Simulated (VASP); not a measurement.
A run of VASP 6.6.1 is set up as follows.

Contents of POSCAR:

```
TePb
1.0
    0.0000000000      3.4551036739      3.4551036739
    3.4551036739      0.0000000000      3.4551036739
    3.4551036739      3.4551036739      0.0000000000
Te Pb
1 1
Direct
    0.5000000000      0.5000000000      0.5000000000
    0.0000000000      0.0000000000      0.0000000000
```

Contents of INCAR.step1:

```
SYSTEM = TePb
  PREC = Accurate
  ENCUT = 520
  ISMEAR = 0
  SIGMA = 0.01
  LREAL = .False.
  LASPH = .True.
  NELM = 80
  NBANDS = 17
  GGA = PE
  ALGO = Normal
  EDIFF = 1E-4
  LWAVE = .True.
  LCHARG = .False.
```

The input INCAR.step2:

```
SYSTEM = TePb
  PREC = Accurate
  ENCUT = 520
  EDIFF = 1E-7
  ISMEAR = 0
  SIGMA = 0.01
  LREAL = .False.
  LASPH = .True.
  NELM = 80
  ALGO = Normal
  ISIF = 2
  LWAVE = .False.
  LCHARG = .True.
  METAGGA = R2SCAN
  LMIXTAU = .True.
  LELF = .True.
  LVHAR = .True.
  NBANDS = 17
  ISTART = 1
```

Contents of KPOINTS:

```
regular mesh
0
Gamma
  8 8 8
  0 0 0
```

Potentials or basis: VASP PAW PBE potentials, release 64 (Te, Pb_d).

The run is started by

```console
$ cat potpaw_PBE.64/Te/POTCAR potpaw_PBE.64/Pb_d/POTCAR > POTCAR
$ cp INCAR.step1 INCAR
$ mpirun -np 1 vasp_std > vasp.out
$ cp INCAR.step2 INCAR
$ mpirun -np 1 vasp_std > vasp.out
```

Predict the band gap on the k mesh.

1.33 eV, direct.

What does it give for the pressure?

-4.9 GPa.

Caveat: the cell differs from its parent crystal (strain +5.7%); the PAW data sets were made with another functional, which shifts forces and pressure a little; spin-orbit coupling is left out, which moves the levels of the heavy elements. A k mesh can miss the band edges.
